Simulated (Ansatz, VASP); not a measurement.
TaSi2 in VASP and in Ansatz

File INCAR:

```
ALGO = Normal
EDIFF = 1E-6
ENCUT = 520
GGA = PS
ISIF = 2
ISMEAR = -1
LASPH = T
LCHARG = F
LREAL = F
LWAVE = F
NBANDS = 38
NELM = 100
PREC = Accurate
SIGMA = 0.05
```

Contents of KPOINTS:

```
k-points
0
Gamma
  7 7 4
```

POSCAR

```
TaSi2
1.0
    4.7192447770      0.0000000000      0.0000000000
   -2.3596223885      4.0869858636      0.0000000000
    0.0000000000      0.0000000000      6.4812053313
Ta Si
3 6
Direct
    0.0000000000      0.5000000000      0.3333333333
    0.5000000000      0.5000000000      0.6666666667
    0.5000000000      0.0000000000      0.0000000000
    0.3179400000      0.1589700000      0.3333333333
    0.1589700000      0.8410300000      0.6666666667
    0.8410300000      0.6820600000      0.0000000000
    0.6820600000      0.8410300000      0.3333333333
    0.8410300000      0.1589700000      0.6666666667
    0.1589700000      0.3179400000      0.0000000000
```

The input input.yaml:

```yaml
crystal:
  lattice:
    - [4.719244777, 0.0, 0.0]
    - [-2.3596223885, 4.0869858636, 0.0]
    - [0.0, 0.0, 6.4812053313]
  atoms:
    - { symbol: Ta, position: [0.0, 0.5, 0.3333333333] }
    - { symbol: Ta, position: [0.5, 0.5, 0.6666666667] }
    - { symbol: Ta, position: [0.5, 0.0, 0.0] }
    - { symbol: Si, position: [0.31794, 0.15897, 0.3333333333] }
    - { symbol: Si, position: [0.15897, 0.84103, 0.6666666667] }
    - { symbol: Si, position: [0.84103, 0.68206, 0.0] }
    - { symbol: Si, position: [0.68206, 0.84103, 0.3333333333] }
    - { symbol: Si, position: [0.84103, 0.15897, 0.6666666667] }
    - { symbol: Si, position: [0.15897, 0.31794, 0.0] }
hamiltonian:
  xc: pbesol
  pseudopotentials: { kind: paw }
kpoints:
  mp_grid: { grid: [7, 7, 4] }
scf:
  occupations: { method: fermi_dirac, width: 0.05 }
output:
  forces: true
  stress: true
  eigenvalues: true
  write_density: true
  write_potential: true
  elf: true
  volumetric_format: npy
```

Alike in both runs: task single point; functional PBEsol; k mesh 7 × 7 × 4; occupations fermi-dirac, width 0.05 eV; no spin polarisation.

```csv
,VASP,Ansatz
version,VASP 6.6.1,Ansatz 0.2.0
potentials or method,"VASP PAW PBE potentials, release 64 (Ta_pv, Si)",Ansatz PAW
plane-wave cutoff (eV),520,420
valence electrons in the cell,57,63
```

```tsv
	VASP	Ansatz	Ansatz less VASP
gap on the k mesh at the Fermi level (eV)	none	none	-
pressure (GPa)	6.5	6.2	-0.37
traceless stress, the component that is largest in VASP (GPa)	2.01	1.94	-0.070
rms of the force components (eV/Å)	0.028	0.030	+0.0013
```

VASP's potentials were made for PBE, not for PBEsol. Atom by atom the forces differ by 0.001 eV/Å (rms over components). A gap of «none» marks a metal or a gap that the smearing closes. With one functional, cell and mesh, what is left measures potentials, basis and numerics. VASP's potentials hold 57 valence electrons a cell and Ansatz's 63, so a difference there can come from the potentials and not from the codes.

Spin-orbit coupling is off throughout.
